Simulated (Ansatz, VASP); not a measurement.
One calculation of Si2I, two programs

Contents of INCAR:

```
SYSTEM = Si2I
PREC = Accurate
ENCUT = 600
EDIFF = 1E-7
ISMEAR = 0
SIGMA = 0.1
LREAL = .False.
LASPH = .True.
NELM = 80
ALGO = Normal
ISIF = 3
LWAVE = .False.
LCHARG = .False.
GGA = PE
IBRION = 2
NSW = 90
EDIFFG = -0.04
```

Contents of KPOINTS:

```
Automatic mesh
0
Gamma
  4 4 4
  0 0 0
```

Contents of POSCAR:

```
Si2I
1.0
    6.0322486750      0.0000000000      0.0000000000
    0.0000000000      6.2159229135      0.0000000000
    0.0000000000      0.0000000000      4.0601673774
Si I
4 2
Direct
    0.2250000000      0.8250000000      0.5000000000
    0.7250000000      0.6750000000      0.0000000000
    0.7750000000      0.1750000000      0.5000000000
    0.2750000000      0.3250000000      0.0000000000
    0.5000000000      0.5000000000      0.5000000000
    0.0000000000      0.0000000000      0.0000000000
```

Input for Ansatz:

```yaml
crystal:
  lattice:
    - [6.032248675, 0.0, 0.0]
    - [0.0, 6.2159229135, 0.0]
    - [0.0, 0.0, 4.0601673774]
  atoms:
    - { symbol: Si, position: [0.225, 0.825, 0.5] }
    - { symbol: Si, position: [0.725, 0.675, 0.0] }
    - { symbol: Si, position: [0.775, 0.175, 0.5] }
    - { symbol: Si, position: [0.275, 0.325, 0.0] }
    - { symbol: I, position: [0.5, 0.5, 0.5] }
    - { symbol: I, position: [0.0, 0.0, 0.0] }
basis:
  ecutwfc: 420
kpoints:
  mp_grid: { grid: [4, 4, 4] }
hamiltonian:
  xc: pbe
scf:
  occupations: { method: gaussian, width: 0.1 }
  lower_state_search: "off"
output:
  forces: true
  stress: true
  eigenvalues: true
relax:
  adjacent_minimum: "off"
  f_tol: 0.04
  max_steps: 70
  cell: { stress_tol: 0.4 }
```

Alike in both runs: task relaxation of cell and atoms; functional PBE; k mesh 4 × 4 × 4; occupations gaussian, width 0.1 eV; no spin polarisation.

|  | VASP | Ansatz |
| --- | --- | --- |
| version | VASP 6.6.1 | Ansatz 0.2.0 |
| potentials or method | VASP PAW PBE potentials, release 64 (Si, I), cutoff 600 eV | scalar-relativistic, plane waves, PAW |
| valence electrons in the cell | 30 | 50 |

Ansatz gave:

```
gap on the k mesh at the Fermi level, each at its own relaxed structure (eV) : none
relaxed volume (Å³/atom)                                                     : 26.32
relaxed length of the cell vector where the two differ most in proportion (Å)              : 5.496
```

Q: What did VASP give for the same quantities?

A: gap on the k mesh at the Fermi level, each at its own relaxed structure (eV): none; relaxed volume (Å³/atom): 27.94; relaxed length of the cell vector where the two differ most in proportion (Å): 3.888.

A gap of «none» marks a metal or a gap that the smearing closes. One of these differences is far larger than is usual between the two programs; its cause wasn't traced. VASP's potentials hold 30 valence electrons a cell and Ansatz's 50, so a difference there can come from the potentials and not from the codes.

The k mesh is coarse, so the values compare programs but aren't converged. Neither program's run includes spin-orbit coupling.
